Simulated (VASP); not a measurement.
A run of VASP 6.6.1:

File POSCAR:

```
CsMgBiO3
1.0
    3.1754542375      1.8333493588      3.9309293491
   -3.1754542375      1.8333493588      3.9309293491
    0.0000000000     -3.6666987176      3.9309293490
Bi Cs Mg O
1 1 1 3
Direct
    0.5698237065      0.5698237065      0.5698237065
    0.8974402396      0.8974402396      0.8974402396
    0.3142080053      0.3142080053      0.3142080053
    0.9793895801      0.4944664742      0.4944664742
    0.4944664742      0.4944664742      0.9793895801
    0.4944664742      0.9793895801      0.4944664742
```

Contents of INCAR.step1:

```
PREC     = Accurate       # precision mode
ENCUT    = 520            # plane-wave cutoff, eV
ISMEAR   = -1             # smearing method
SIGMA    = 0.05           # smearing width, eV
LREAL    = F              # projectors in reciprocal space
LASPH    = T              # aspherical terms in the spheres
NELM     = 60             # most SCF steps
NBANDS   = 31             # bands
GGA      = PE             # functional
ALGO     = Normal         # electronic algorithm
EDIFF    = 1E-4           # SCF threshold, eV
LWAVE    = T              # write WAVECAR
LCHARG   = F              # write CHGCAR
```

INCAR.step2

```
PREC     = Accurate       # precision mode
ENCUT    = 520            # plane-wave cutoff, eV
EDIFF    = 1E-7           # SCF threshold, eV
ISMEAR   = -1             # smearing method
SIGMA    = 0.05           # smearing width, eV
LREAL    = F              # projectors in reciprocal space
LASPH    = T              # aspherical terms in the spheres
NELM     = 60             # most SCF steps
ALGO     = Normal         # electronic algorithm
ISIF     = 2              # what is computed and relaxed
LWAVE    = F              # write WAVECAR
LCHARG   = F              # write CHGCAR
METAGGA  = R2SCAN         # meta-GGA
LMIXTAU  = T            
IVDW     = 12             # dispersion correction
VDW_S6   = 1.0          
VDW_S8   = 0.78981345   
VDW_A1   = 0.49484001   
VDW_A2   = 5.73083694   
NBANDS   = 31             # bands
ISTART   = 1
```

The input KPOINTS:

```
Automatic mesh
0
Gamma
  6 6 6
```

Potentials or basis: VASP PAW PBE potentials, release 64 (Bi_d, Cs_sv, Mg, O).

The run is started by

```bash
$ cat potpaw_PBE.64/Bi_d/POTCAR potpaw_PBE.64/Cs_sv/POTCAR potpaw_PBE.64/Mg/POTCAR potpaw_PBE.64/O/POTCAR > POTCAR
$ cp INCAR.step1 INCAR
$ mpirun -np 1 vasp_std > vasp.out
$ cp INCAR.step2 INCAR
$ mpirun -np 1 vasp_std > vasp.out
```

Hardware: 1 thread of Intel(R) Xeon(R) Platinum 8488C (Sapphire Rapids) (shared host).

Problem. Estimate the wall time of this run.

Solution. Run time: 4.7 min on 1 thread of Intel(R) Xeon(R) Platinum 8488C (Sapphire Rapids), on a shared host, peak memory 0.37 GiB. Counts: k points 32.
